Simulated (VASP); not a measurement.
# BN (P1) in VASP: single point with PBEsol

Aim: the single point of BN with PBEsol.

Program: VASP 6.6.1. These are calculated values, not measurements. Logs are shortened: lines on timing, memory, paths and dates and some standing lists are left out, and cuts for length are marked.

## Step 1: The cell of the first run

The typed cell holds 4 atoms: a = 2.504 Å, b = 2.504 Å, c = 7.034 Å, α = 90.00°, β = 90.00°, γ = 120.00°.

## Step 2: Single point, PBEsol (atoms displaced along a vibrational mode)

INCAR reads:

```
SYSTEM = BN
ALGO = Normal
EDIFF = 1E-6
ENCUT = 520
GGA = PS
ISIF = 2
ISMEAR = 0
LASPH = .True.
LCHARG = .True.
LELF = .True.
LREAL = .False.
LVHAR = .True.
LWAVE = .False.
NBANDS = 16
NELM = 60
PREC = Accurate
SIGMA = 0.05
```

KPOINTS reads:

```
k-points
0
Gamma
  12 12 4
  0 0 0
```

POSCAR reads:

```
BN
1.0
    2.5037762085      0.0000000000      0.0000000000
   -1.2518881043      2.1683338019      0.0000000000
    0.0000000000      0.0000000000      7.0340971178
B N
2 2
Direct
    0.3061743565      0.6666666667      0.2384562299
    0.6667144629      0.3333333333      0.7615437701
    0.3332913462      0.6666666667      0.7614071840
    0.6876318966      0.3333333333      0.2385928160
```

Potentials or basis: VASP PAW PBE potentials, release 64 (B, N).

Launch:

```console
$ cat potpaw_PBE.64/B/POTCAR potpaw_PBE.64/N/POTCAR > POTCAR
$ mpirun -np 1 vasp_std > vasp.out
```

OUTCAR:

```text
SYSTEM = BN
   EDIFF = 1E-6
   ENCUT = 520
   GGA = PS
   ISIF = 2
   ISMEAR = 0
   LASPH = .True.
   LREAL = .False.
   NELM = 60
   PREC = Accurate

 ion  position               nearest neighbor table
   1  0.306  0.667  0.238-   4 1.34   4 1.45   4 1.55
   2  0.667  0.333  0.762-   3 1.45   3 1.45   3 1.45
   3  0.333  0.667  0.761-   2 1.45   2 1.45   2 1.45
   4  0.688  0.333  0.239-   1 1.34   1 1.45   1 1.55

  LATTYP: Found a hexagonal cell.
 ALAT       =     2.5037762085
 C/A-ratio  =     2.8093953022

  Lattice vectors:

 A1 = (   2.5037762085,   0.0000000000,   0.0000000000)
 A2 = (  -1.2518881043,   2.1683338019,   0.0000000000)
 A3 = (   0.0000000000,   0.0000000000,   7.0340971178)

Analysis of symmetry for initial positions (statically):
=====================================================================
 Subroutine PRICEL returns:
 Original cell was already a primitive cell.

 Routine SETGRP: Setting up the symmetry group for a
 hexagonal supercell.

 Subroutine GETGRP returns: Found  1 space group operations
 (whereof  1 operations were pure point group operations)
 out of a pool of 24 trial point group operations.

The static configuration has the point symmetry C_1 .

Analysis of symmetry for dynamics (positions and initial velocities):
=====================================================================
 Subroutine PRICEL returns:
 Original cell was already a primitive cell.

 Routine SETGRP: Setting up the symmetry group for a
 hexagonal supercell.

 Subroutine GETGRP returns: Found  1 space group operations
 (whereof  1 operations were pure point group operations)
 out of a pool of 24 trial point group operations.

The dynamic configuration has the point symmetry C_1 .

 Subroutine INISYM returns: Found  1 space group operations
 (whereof  1 operations are pure point group operations),
 and found     1 'primitive' translations

----------------------------------------------------------------------------------------

                                     Primitive cell

  volume of cell :      38.1883

  direct lattice vectors                    reciprocal lattice vectors
     2.503776209  0.000000000  0.000000000     0.399396718  0.230591803  0.000000000
    -1.251888104  2.168333802  0.000000000     0.000000000  0.461183605  0.000000000
     0.000000000  0.000000000  7.034097118     0.000000000  0.000000000  0.142164656

  length of vectors
     2.503776209  2.503776208  7.034097118     0.461183605  0.461183605  0.142164656

  position of ions in fractional coordinates (direct lattice)
     0.306174357  0.666666667  0.238456230
     0.666714463  0.333333333  0.761543770
     0.333291346  0.666666667  0.761407184
     0.687631897  0.333333333  0.238592816

  ion indices of the primitive-cell ions
   primitive index   ion index
                 1           1
                 2           2
                 3           3
                 4           4

----------------------------------------------------------------------------------------

 KPOINTS: k-points

Automatic generation of k-mesh.
 Grid dimensions read from file:
 generate k-points for:   12   12    4

 Generating k-lattice:

  Cartesian coordinates                     Fractional coordinates (reciprocal lattice)
     0.033283060  0.019215984  0.000000000     0.083333333  0.000000000  0.000000000
     0.000000000  0.038431967  0.000000000     0.000000000  0.083333333  0.000000000
     0.000000000  0.000000000  0.035541164     0.000000000  0.000000000  0.250000000

  Length of vectors
     0.038431967  0.038431967  0.035541164

  Shift w.r.t. Gamma in fractional coordinates (k-lattice)
     0.000000000  0.000000000  0.000000000

 Subroutine IBZKPT returns following result:
 ===========================================

 Found    292 irreducible k-points:

 Following reciprocal coordinates:
            Coordinates               Weight
  0.000000  0.000000  0.000000      1.000000
  0.083333 -0.000000  0.000000      2.000000
  0.000000  0.083333  0.000000      2.000000
 -0.083333  0.083333  0.000000      2.000000
  0.166667 -0.000000  0.000000      2.000000
  0.000000  0.166667  0.000000      2.000000
[... 16 lines left out ...]
  0.166667  0.083333  0.000000      2.000000
 -0.083333  0.250000  0.000000      2.000000
 [... further k-points ...]
   k-points           NKPTS =    292   k-points in BZ     NKDIM =    292   number of bands    NBANDS=     16
   number of dos      NEDOS =    301   number of ions     NIONS =      4
   total plane-waves  NPLWV =  21600
   dimension x,y,z NGX =    20 NGY =   20 NGZ =   54
   dimension x,y,z NGXF=    40 NGYF=   40 NGZF=  108
   ions per type =               2   2
   NGX,Y,Z   is equivalent  to a cutoff of  13.28, 13.28, 12.76 a.u.
   NGXF,Y,Z  is equivalent  to a cutoff of  26.56, 26.56, 25.53 a.u.
 SYSTEM =  BN
   PREC   = accura    normal or accurate (medium, high low for compatibility)
   ISTART =      0    job   : 0-new  1-cont  2-samecut
   ICHARG =      2    charge: 1-file 2-atom 10-const
   ISPIN  =      1    spin polarized calculation?
   LNONCOLLINEAR =      F non collinear calculations
   LSORBIT =      F    spin-orbit coupling
   LASPH  =      T    aspherical Exc in radial PAW
   ENCUT  =  520.0 eV  38.22 Ry    6.18 a.u.   4.66  4.66 13.08*2*pi/ulx,y,z
   NELM   =     60;   NELMIN=  2; NELMDL= -5     # of ELM steps
   EDIFF  = 0.1E-05   stopping-criterion for ELM
   LREAL  =      F    real-space projection
   EDIFFG = 0.1E-04   stopping-criterion for IOM
   NSW    =      0    number of steps for IOM
   IBRION =     -1    ionic relax: 0-MD 1-quasi-New 2-CG
   NFREE  =      0    steps in history (QN), initial steepest desc. (CG)
   ISIF   =      2    stress and relaxation
   ISYM   =      2    0-nonsym 1-usesym 2-fastsym
   POTIM  = 0.5000    time-step for ionic-motion
   TEBEG  =    0.0;   TEEND  =   0.0 temperature during run
   PSTRESS=    0.0 pullay stress
   NELECT =      16.0000    total number of electrons
   NUPDOWN=      -1.0000    fix difference up-down
   EMIN   =  10.00;   EMAX   =-10.00  energy-range for DOS
   EFERMI =   0.00;   METHOD = LEGACY
   ISMEAR =     0;   SIGMA  =   0.05  broadening in eV -4-tet -1-fermi 0-gaus
   EFERMI_NEDOS =   21; number of points for ismear=-14 and -15
   IALGO  =     38    algorithm
   IMIX   =      4    mixing-type and parameters
     AMIX     =   0.40;   BMIX     =  1.00
     AMIX_MAG =   1.60;   BMIX_MAG =  1.00
  volume/ion in A,a.u.               =       9.55        64.43
  Fermi-wavevector in a.u.,A,eV,Ry     =   1.225006  2.314925 20.417437  1.500639
  Thomas-Fermi vector in A             =   2.360060
   LORBIT       =      0    0 simple, 1 ext, 2 COOP (PROOUT), +10 PAW based schemes
   GGA     = PS    functional components
   LHFCALC =     F    Hartree Fock is set to
   AEXX    =    0.0000 exact exchange contribution
   IVDW    =     0    specifies the selected vdW correction
   LEPSILON=     F    determine dielectric tensor
   LRPA    =     F    only Hartree local field effects (RPA)
 non-spin polarized calculation
 Gauss-broadening in eV      SIGMA  =   0.05
  energy-cutoff  :      520.00
  volume of cell :       38.19
 maximum number of plane-waves:      1058
   NGX =  9   NGY =  9   NGZ = 27

 number of electron      15.9999999 magnetization

 Free energy of the ion-electron system (eV)
  ---------------------------------------------------
  ext. energy  EPLUGINS =         0.00000000
  ---------------------------------------------------
  free energy    TOTEN  =       -36.26417388 eV

  energy without entropy =      -36.26417388  energy(sigma->0) =      -36.26417388

 E-fermi :   2.1093     XC(G=0):  -9.8998

 val. band max:        1.8198156141   @ k =   0.0000   0.0000   0.5000
 cond. band min:       5.6692611066   @ k =   0.5000  -0.0000   0.0000
 fundamental gap:      3.8494454925
 Fermi energy:         2.1093294926

 k-point     1 :       0.0000    0.0000    0.0000
  band No.  band energies     occupation
      1     -15.9844      2.00000
      2     -15.7783      2.00000
      3      -4.3498      2.00000
      4      -2.6804      2.00000
      5      -0.9075      2.00000
      6       0.4328      2.00000
[... 8 lines left out ...]
     15      14.6972      0.00000
     16      15.2352      0.00000

 k-point     2 :       0.0833   -0.0000    0.0000
  band No.  band energies     occupation
      1     -15.8514      2.00000
      2     -15.6489      2.00000
      3      -4.1612      2.00000
      4      -2.5070      2.00000
      5      -1.3290      2.00000
      6      -0.1285      2.00000
[... 8 lines left out ...]
     15      14.2012      0.00000
     16      15.2265      0.00000

 k-point     3 :       0.0000    0.0833    0.0000
  band No.  band energies     occupation
      1     -15.8495      2.00000
      2     -15.6468      2.00000
      3      -4.1634      2.00000
      4      -2.5099      2.00000
      5      -1.2649      2.00000
      6      -0.1266      2.00000
[... 8 lines left out ...]
     15      14.2653      0.00000
     16      15.6088      0.00000

 k-point     4 :      -0.0833    0.0833    0.0000
  band No.  band energies     occupation
      1     -15.8471      2.00000
      2     -15.6441      2.00000
      3      -4.1661      2.00000
      4      -2.5134      2.00000
      5      -1.1238      2.00000
      6      -0.1248      2.00000
[... 8 lines left out ...]
     15      14.2922      0.00000
     16      15.7349      0.00000
[... 324 lines left out ...]
 k-point    22 :      -0.1667    0.0833    0.0000
  band No.  band energies     occupation
      1     -15.5820      2.00000
      2     -15.3861      2.00000
      3      -3.7950      2.00000
      4      -2.1754      2.00000
      5      -1.8206      2.00000
      6      -1.0465      2.00000
[... 8 lines left out ...]
     15      14.9126      0.00000
     16      16.0587      0.00000

 k-point    23 :       0.1667    0.0833    0.0000
  band No.  band energies     occupation
      1     -15.0846      2.00000
      2     -14.8994      2.00000
      3      -3.3258      2.00000
      4      -3.0484      2.00000
      5      -2.5411      2.00000
      6      -1.4930      2.00000
[... 8 lines left out ...]
     15      15.6437      0.00000
     16      16.0943      0.00000

 k-point    24 :      -0.0833    0.2500    0.0000
  band No.  band energies     occupation
      1     -15.0555      2.00000
      2     -14.8725      2.00000
      3      -3.0854      2.00000
      4      -2.8832      2.00000
      5      -2.5389      2.00000
      6      -1.5370      2.00000
[... 8 lines left out ...]
     15      15.9713      0.00000
     16      16.7399      0.00000

 [... further k-points ...]
[... 5 lines left out ...]
  --------------------------------------------------------------------------------------
  -------------------------------------------------------------------------------------
  Total        1.3526648      0.8629412      0.0084252      1.7110246     -0.0030470     -0.0077227
  in kB       56.7506380     36.2044355      0.3534787     71.7855148     -0.1278370     -0.3240051
  external PRESSURE =      31.1028507 kB  Pullay stress =       0.0000000 kB

 VOLUME and BASIS-vectors are now :
 -----------------------------------------------------------------------------
  energy-cutoff  :      520.00
  volume of cell :       38.19
      direct lattice vectors                 reciprocal lattice vectors
     2.503776209  0.000000000  0.000000000     0.399396718  0.230591803  0.000000000
    -1.251888104  2.168333802  0.000000000     0.000000000  0.461183605  0.000000000
     0.000000000  0.000000000  7.034097118     0.000000000  0.000000000  0.142164656

 POSITION                                       TOTAL-FORCE (eV/Angst)
 -----------------------------------------------------------------------------------
     -0.06800      1.44556      1.67732         5.077606      0.969379      0.012698
      1.25201      0.72278      5.35677        -0.008335     -0.000090     -0.014365
     -0.00011      1.44556      5.35581         0.010175      0.001534     -0.017414
      1.30438      0.72278      1.67829        -5.079446     -0.970823      0.019081
 -----------------------------------------------------------------------------------
    total drift:                               -0.000209     -0.000096      0.000027

  FREE ENERGIE OF THE ION-ELECTRON SYSTEM (eV)
  ---------------------------------------------------
  free  energy   TOTEN  =       -36.2641738773 eV

  energy  without entropy=      -36.2641738773  energy(sigma->0) =      -36.26417388
```

Wall time 3.3 min (1 thread of Intel Xeon 8259CL, shared host); peak memory 0.27 GiB.

What came out:

```
Free energy            : -36.2642 eV
Pressure               : 3.1 GPa
Largest force          : 5.171 eV/Å
Band gap on the k mesh : 3.85 eV (least direct gap 4.34 eV)
```

Forces in eV/Å, atoms in the order of the input:
```
B    5.078  0.969  0.013
B   -0.008  0.000 -0.014
N    0.010  0.002 -0.017
N   -5.079 -0.971  0.019
```

Stress tensor (GPa, compression positive):
```
 5.68  7.18 -0.03
 7.18  3.62 -0.01
-0.03 -0.01  0.04
```

Levels at points of the mesh, in eV from the valence-band top:
```
           k point  band 4  band 5  band 6  band 7  band 8  band 9  band 10  band 11  band 12  band 13
(0.00, 0.00, 0.00)   -4.50   -2.73   -1.39   -1.38    0.00    4.69     9.46     9.71    11.47    11.48
(0.50, 0.00, 0.00)   -8.98   -4.20   -3.58   -1.24   -0.49    3.85     4.96     9.39     9.86    12.04
(0.00, 0.50, 0.00)   -8.96   -4.20   -3.96   -1.43   -0.65    4.18     5.33     8.98     9.66    12.21
(0.50, 0.50, 0.00)   -8.74   -4.81   -4.20   -1.68   -0.76    4.37     5.95     9.18     9.74    12.31
(0.00, 0.00, 0.50)   -5.23   -2.73   -1.39   -1.38    0.00    6.54     7.00     9.75    11.47    11.48
(0.50, 0.00, 0.50)   -8.98   -4.20   -3.58   -1.04   -0.66    3.91     4.59     9.73     9.80    12.90
(0.00, 0.50, 0.50)   -8.98   -4.20   -3.96   -1.15   -0.93    4.48     4.73     9.17     9.73    13.00
(0.50, 0.50, 0.50)   -8.74   -4.81   -4.20   -1.46   -0.99    4.57     5.46     9.47     9.72    12.97
```

Caveat: the cell differs from its parent crystal (atoms displaced along a vibrational mode); the cell stands under pressure; the PAW data sets were made with another functional, which shifts forces and pressure a little.
